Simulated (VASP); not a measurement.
# WSe2 (P-1) in VASP: electric field gradients with PBEsol

Aim: the electric field gradients of WSe2 with PBEsol.

All numbers are computed with VASP 6.6.1; they aren't measurements. Logs are shortened: lines on timing, memory, paths and dates and some standing lists are left out, and cuts for length are marked.

## Step 1: The cell of the first run

The typed cell holds 6 atoms: a = 3.291 Å, b = 3.333 Å, c = 12.973 Å, α = 90.62°, β = 91.71°, γ = 121.27°.

## Step 2: Electric field gradients, PBEsol (equal xy, yz and zx shear strains of -3 %)

INCAR reads:

```
SYSTEM = WSe2
ALGO = Normal ; EDIFF = 1E-8
ENCUT = 520 ; GGA = PS
ISIF = 2 ; ISMEAR = -1
LASPH = .TRUE. ; LCHARG = .FALSE.
LEFG = .TRUE. ; LREAL = .FALSE.
LWAVE = .FALSE. ; NBANDS = 35
NELM = 80 ; PREC = Accurate
SIGMA = 0.08
```

KPOINTS reads:

```
k-points
0
G
  11 11 3
  0 0 0
```

POSCAR reads:

```
WSe2
1.0
    3.2899984505     -0.0493499768     -0.0493499768
   -1.6877375588      2.8738972249     -0.0180633452
   -0.1945500000     -0.1945500000     12.9700000000
W Se
2 4
Direct
    0.3333333333      0.6666666667      0.2500000000
    0.6666666667      0.3333333333      0.7500000000
    0.3333333333      0.6666666667      0.6210000000
    0.6666666667      0.3333333333      0.1210000000
    0.3333333333      0.6666666667      0.8790000000
    0.6666666667      0.3333333333      0.3790000000
```

Potentials or basis: VASP PAW PBE potentials, release 64 (W_sv, Se).

Started as:

```sh
cat potpaw_PBE.64/W_sv/POTCAR potpaw_PBE.64/Se/POTCAR > POTCAR
mpirun -np 1 vasp_std > vasp.out
```

OUTCAR:

```text
SYSTEM = WSe2
   EDIFF = 1E-8
   ENCUT = 520
   GGA = PS
   ISIF = 2
   ISMEAR = -1
   LASPH = .TRUE.
   LREAL = .FALSE.
   NELM = 80
   PREC = Accurate

 ion  position               nearest neighbor table
   1  0.333  0.667  0.250-   4 2.46   6 2.49   6 2.54   4 2.56   6 2.56   4 2.57
   2  0.667  0.333  0.750-   5 2.46   3 2.49   3 2.54   5 2.56   3 2.56   5 2.57
   3  0.333  0.667  0.621-   2 2.49   2 2.54   2 2.56
   4  0.667  0.333  0.121-   1 2.46   1 2.56   1 2.57
   5  0.333  0.667  0.879-   2 2.46   2 2.56   2 2.57
   6  0.667  0.333  0.379-   1 2.49   1 2.54   1 2.56

  LATTYP: Found a triclinic cell.
 ALAT       =     3.2480535214
 B/A-ratio  =     1.0131417463
 C/A-ratio  =     3.9940591608
 COS(alpha) =     0.0297616073
 COS(beta)  =     0.0411893908
 COS(gamma) =     0.4804578458

  Lattice vectors:

 A1 = (   1.6022608917,   2.8245472481,  -0.0674133220)
 A2 = (   3.2899984505,  -0.0493499768,  -0.0493499768)
 A3 = (   0.1945500000,   0.1945500000, -12.9700000000)

Analysis of symmetry for initial positions (statically):
=====================================================================
 Subroutine PRICEL returns:
 Original cell was already a primitive cell.

 Routine SETGRP: Setting up the symmetry group for a
 triclinic supercell.

 Subroutine GETGRP returns: Found  2 space group operations
 (whereof  2 operations were pure point group operations)
 out of a pool of  2 trial point group operations.

The static configuration has the point symmetry S_2 .

Analysis of symmetry for dynamics (positions and initial velocities):
=====================================================================
 Subroutine PRICEL returns:
 Original cell was already a primitive cell.

 Routine SETGRP: Setting up the symmetry group for a
 triclinic supercell.

 Subroutine GETGRP returns: Found  2 space group operations
 (whereof  2 operations were pure point group operations)
 out of a pool of  2 trial point group operations.

The dynamic configuration has the point symmetry S_2 .

 Subroutine INISYM returns: Found  2 space group operations
 (whereof  2 operations are pure point group operations),
 and found     1 'primitive' translations

----------------------------------------------------------------------------------------

                                     Primitive cell

  volume of cell :     121.4971

  direct lattice vectors                    reciprocal lattice vectors
     3.289998451 -0.049349977 -0.049349977     0.306764040  0.180197514  0.007304423
    -1.687737559  2.873897225 -0.018063345     0.005347209  0.351133390  0.005347209
    -0.194550000 -0.194550000 12.970000000     0.001174664  0.001174664  0.077136242

  length of vectors
     3.290738617  3.332877077 12.972917922     0.355849230  0.351214810  0.077154128

  position of ions in fractional coordinates (direct lattice)
     0.333333333  0.666666667  0.250000000
     0.666666667  0.333333333  0.750000000
     0.333333333  0.666666667  0.621000000
     0.666666667  0.333333333  0.121000000
     0.333333333  0.666666667  0.879000000
     0.666666667  0.333333333  0.379000000

  ion indices of the primitive-cell ions
   primitive index   ion index
                 1           1
                 2           2
                 3           3
                 4           4
                 5           5
                 6           6

----------------------------------------------------------------------------------------

 KPOINTS: k-points

Automatic generation of k-mesh.
 Grid dimensions read from file:
 generate k-points for:   11   11    3

 Generating k-lattice:
[... 47 lines left out ...]
   dimension x,y,z NGX =    24 NGY =   28 NGZ =   96
   dimension x,y,z NGXF=    48 NGYF=   56 NGZF=  192
   ions per type =               2   4
   NGX,Y,Z   is equivalent  to a cutoff of  12.12, 13.97, 12.30 a.u.
   NGXF,Y,Z  is equivalent  to a cutoff of  24.25, 27.93, 24.60 a.u.
 SYSTEM =  WSe2
   PREC   = accura    normal or accurate (medium, high low for compatibility)
   ISTART =      0    job   : 0-new  1-cont  2-samecut
   ICHARG =      2    charge: 1-file 2-atom 10-const
   ISPIN  =      1    spin polarized calculation?
   LNONCOLLINEAR =      F non collinear calculations
   LSORBIT =      F    spin-orbit coupling
   LASPH  =      T    aspherical Exc in radial PAW
   ENCUT  =  520.0 eV  38.22 Ry    6.18 a.u.   6.12  6.20 24.12*2*pi/ulx,y,z
   NELM   =     80;   NELMIN=  2; NELMDL= -5     # of ELM steps
   EDIFF  = 0.1E-07   stopping-criterion for ELM
   LREAL  =      F    real-space projection
   EDIFFG = 0.1E-06   stopping-criterion for IOM
   NSW    =      0    number of steps for IOM
   IBRION =     -1    ionic relax: 0-MD 1-quasi-New 2-CG
   NFREE  =      0    steps in history (QN), initial steepest desc. (CG)
   ISIF   =      2    stress and relaxation
   ISYM   =      2    0-nonsym 1-usesym 2-fastsym
   POTIM  = 0.5000    time-step for ionic-motion
   TEBEG  =    0.0;   TEEND  =   0.0 temperature during run
   PSTRESS=    0.0 pullay stress
   NELECT =      52.0000    total number of electrons
   NUPDOWN=      -1.0000    fix difference up-down
   EMIN   =  10.00;   EMAX   =-10.00  energy-range for DOS
   EFERMI =   0.00;   METHOD = LEGACY
   ISMEAR =    -1;   SIGMA  =   0.08  broadening in eV -4-tet -1-fermi 0-gaus
   EFERMI_NEDOS =   21; number of points for ismear=-14 and -15
   IALGO  =     38    algorithm
   IMIX   =      4    mixing-type and parameters
     AMIX     =   0.40;   BMIX     =  1.00
     AMIX_MAG =   1.60;   BMIX_MAG =  1.00
  volume/ion in A,a.u.               =      20.25       136.65
  Fermi-wavevector in a.u.,A,eV,Ry     =   1.233732  2.331415 20.709340  1.522094
  Thomas-Fermi vector in A             =   2.368450
   LORBIT       =      0    0 simple, 1 ext, 2 COOP (PROOUT), +10 PAW based schemes
   GGA     = PS    functional components
   LHFCALC =     F    Hartree Fock is set to
   AEXX    =    0.0000 exact exchange contribution
   IVDW    =     0    specifies the selected vdW correction
   LEPSILON=     F    determine dielectric tensor
   LRPA    =     F    only Hartree local field effects (RPA)
 non-spin polarized calculation
  energy-cutoff  :      520.00
  volume of cell :      121.50
 maximum number of plane-waves:      3301
   NGX = 13   NGY = 13   NGZ = 49

 number of electron      52.0000003 magnetization

 Free energy of the ion-electron system (eV)
  ---------------------------------------------------
  ext. energy  EPLUGINS =         0.00000000
  ---------------------------------------------------
  free energy    TOTEN  =       -46.41896821 eV

  energy without entropy =      -46.41884062  energy(sigma->0) =      -46.41890442

 E-fermi :   6.5623     XC(G=0): -10.9132

 val. band max:        6.1521800591   @ k =   0.0000   0.0000   0.0000
 cond. band min:       7.0434849578   @ k =   0.1818   0.1818  -0.0000
 fundamental gap:      0.8913048987
 Fermi energy:         6.5622637831

 k-point     1 :       0.0000    0.0000    0.0000
  band No.  band energies     occupation
      1     -68.1439      2.00000
      2     -68.1439      2.00000
      3     -32.3970      2.00000
      4     -32.3970      2.00000
      5     -32.2862      2.00000
      6     -32.2862      2.00000
[... 901 lines left out ...]
     34      10.8569      0.00000
     35      11.6587      0.00000

 [... further k-points ...]
[... 5 lines left out ...]
  --------------------------------------------------------------------------------------
  -------------------------------------------------------------------------------------
  Total       -0.6228888     -0.5693597      0.3651175      2.0277531      3.1230457      3.1284835
  in kB       -8.2140106     -7.5081247      4.8147910     26.7399040     41.1834870     41.2551946
  external PRESSURE =      -3.6357814 kB  Pullay stress =       0.0000000 kB

 VOLUME and BASIS-vectors are now :
 -----------------------------------------------------------------------------
  energy-cutoff  :      520.00
  volume of cell :      121.50
      direct lattice vectors                 reciprocal lattice vectors
     3.289998451 -0.049349977 -0.049349977     0.306764040  0.180197514  0.007304423
    -1.687737559  2.873897225 -0.018063345     0.005347209  0.351133390  0.005347209
    -0.194550000 -0.194550000 12.970000000     0.001174664  0.001174664  0.077136242

 POSITION                                       TOTAL-FORCE (eV/Angst)
 -----------------------------------------------------------------------------------
     -0.07713      1.85084      3.21401         0.287531      0.013286      0.070566
      1.48484      0.77915      9.68858        -0.287531     -0.013286     -0.070566
     -0.14931      1.77867      8.02588        -0.282116     -0.424451      0.048588
      1.60721      0.90153      1.53045        -0.581039     -0.437492     -0.024846
     -0.19950      1.72847     11.37214         0.581039      0.437492      0.024846
      1.55702      0.85133      4.87671         0.282116      0.424451     -0.048588
 -----------------------------------------------------------------------------------
    total drift:                                0.000000      0.000000     -0.000000

  FREE ENERGIE OF THE ION-ELECTRON SYSTEM (eV)
  ---------------------------------------------------
  free  energy   TOTEN  =       -46.4189682149 eV

  energy  without entropy=      -46.4188406246  energy(sigma->0) =      -46.41890442

 Electric field gradients (V/A^2)
---------------------------------------------------------------------
 ion       V_xx      V_yy      V_zz      V_xy      V_xz      V_yz
---------------------------------------------------------------------
   1      76.994    74.793  -151.787   -33.697   -51.277   -51.244
   2      76.994    74.793  -151.787   -33.697   -51.277   -51.244
   3      45.631    28.864   -74.495     3.704   -12.600   -18.198
   4      29.087    46.687   -75.774   -13.432   -24.234   -18.609
   5      29.087    46.687   -75.774   -13.432   -24.234   -18.609
   6      45.631    28.864   -74.495     3.704   -12.600   -18.198
---------------------------------------------------------------------

 Electric field gradients after diagonalization (V/A^2)
 (convention: |V_zz| > |V_xx| > |V_yy|)
----------------------------------------------------------------------
 ion       V_xx      V_yy      V_zz     asymmetry (V_yy - V_xx)/ V_zz
----------------------------------------------------------------------
   1     109.617    66.268  -175.885       0.246
   2     109.617    66.268  -175.885       0.246
   3      48.723    30.004   -78.727       0.238
   4      54.176    30.326   -84.502       0.282
   5      54.176    30.326   -84.502       0.282
   6      48.723    30.004   -78.727       0.238
----------------------------------------------------------------------

           NMR quadrupolar parameters

 Cq : quadrupolar parameter    Cq=e*Q*V_zz/h
 eta: asymmetry parameters     (V_yy - V_xx)/ V_zz
 Q  : nuclear electric quadrupole moment in mb (millibarn)
----------------------------------------------------------------------
 ion       Cq(MHz)       eta       Q (mb)
----------------------------------------------------------------------
   1      -0.425       0.246       1.000
   2      -0.425       0.246       1.000
   3      -0.190       0.238       1.000
   4      -0.204       0.282       1.000
   5      -0.204       0.282       1.000
   6      -0.190       0.238       1.000
----------------------------------------------------------------------
```

Run time: 11 min. Hardware: 1 thread of Intel Xeon Platinum 8488C (Sapphire Rapids), shared host; peak memory 0.69 GiB.

Results:

```
Free energy                             : -46.4190 eV
Pressure                                : -0.4 GPa
Largest force                           : 0.728 eV/Å
Band gap on the k mesh                  : 0.89 eV (least direct gap 1.68 eV)
Largest electric field gradient by atom : W -175.9; Se -78.7, -84.5 (each value once) V/Å²
```

Forces in eV/Å, atoms in the order of the input:
```
W    0.288  0.013  0.071
W   -0.288 -0.013 -0.071
Se  -0.282 -0.424  0.049
Se  -0.581 -0.437 -0.025
Se   0.581  0.437  0.025
Se   0.282  0.424 -0.049
```

Stress tensor (GPa, compression positive):
```
-0.82  2.67  4.13
 2.67 -0.75  4.12
 4.13  4.12  0.48
```

Levels at points of the mesh, in eV from the valence-band top:
| k point | band 22 | band 23 | band 24 | band 25 | band 26 | band 27 | band 28 | band 29 | band 30 | band 31 |
| --- | --- | --- | --- | --- | --- | --- | --- | --- | --- | --- |
| (0.00, 0.00, 0.00) | -1.57 | -1.47 | -1.07 | -1.03 | 0.00 | 2.41 | 2.50 | 2.57 | 2.73 | 2.78 |

Electric field gradients, principal values (V/Å²):
```csv
atom,least,middle,greatest (by size)
1 W,66.268,109.617,-175.885
2 W,66.268,109.617,-175.885
3 Se,30.004,48.723,-78.727
4 Se,30.326,54.176,-84.502
5 Se,30.326,54.176,-84.502
6 Se,30.004,48.723,-78.727
```

Caveat: the cell differs from its parent crystal (equal xy, yz and zx shear strains of -3 %); without QUAD_EFG the Cq values of the log hold for a quadrupole moment of 1 mb, not for the nuclei; the PAW data sets were made with another functional, which shifts forces and pressure a little; spin-orbit coupling is left out, which moves the levels of the heavy elements.
